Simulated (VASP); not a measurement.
A run of VASP 6.6.1 is set up as follows.

Contents of INCAR:

```
PREC = Accurate
ENCUT = 520
EDIFF = 1E-6
ISMEAR = 0
SIGMA = 0.05
LREAL = Auto
LASPH = T
NELM = 100
ALGO = Normal
ISIF = 2
LWAVE = F
LCHARG = F
GGA = PS
NBANDS = 48
```

The input KPOINTS:

```
regular mesh
0
Gamma
  2 2 2
```

Contents of POSCAR:

```
Si
1.0
    0.0000000000      5.4300000000      5.4300000000
    5.4300000000      0.0000000000      5.4300000000
    5.4300000000      5.4300000000      0.0000000000
Si
17
Direct
   -0.0146300184      0.0032834254      0.0029200737
    0.0886621547      0.1371849908      0.1368225599
   -0.0146141805      0.0032710866      0.5079244936
    0.1281816759      0.1079533149      0.6316864641
   -0.0146196133      0.5082848066      0.0029116943
    0.1281761510      0.6320485267      0.1075918048
    0.0775036832      0.4742368324      0.4738756906
    0.1281933702      0.6320325967      0.6316753223
    0.4620008287      0.0127428177      0.0123903315
    0.6129177716      0.1244334254      0.1240776243
    0.5025495396     -0.0393944751      0.5181976059
    0.6129244936      0.1244298343      0.6380893186
    0.5025434622      0.5185517495     -0.0397556169
    0.6129225599      0.6384442910      0.1240755985
    0.5025595764      0.5185205341      0.5181792818
    0.6952469613      0.6016600368      0.6013011050
    0.4942207182      0.3353350829      0.3349654696
```

Potentials or basis: VASP PAW PBE potentials, release 64 (Si).

Launch:

```console
$ cat potpaw_PBE.64/Si/POTCAR > POTCAR
$ mpirun -np 1 vasp_std > vasp.out
```

**Question.** Predict the largest force.

**Answer.** 0.066 eV/Å.

**Question.** Estimate the band gap on the k mesh.

**Answer.** Zero (bands 34 and 35 overlap by 0.06 eV).

Stress tensor (GPa, compression positive):
```
 2.41  0.50  0.51
 0.50  2.40 -0.50
 0.51 -0.50  2.41
```

Caveat: the k points lie up to 0.50 Å⁻¹ apart; the PAW data sets were made with another functional, which shifts forces and pressure a little.
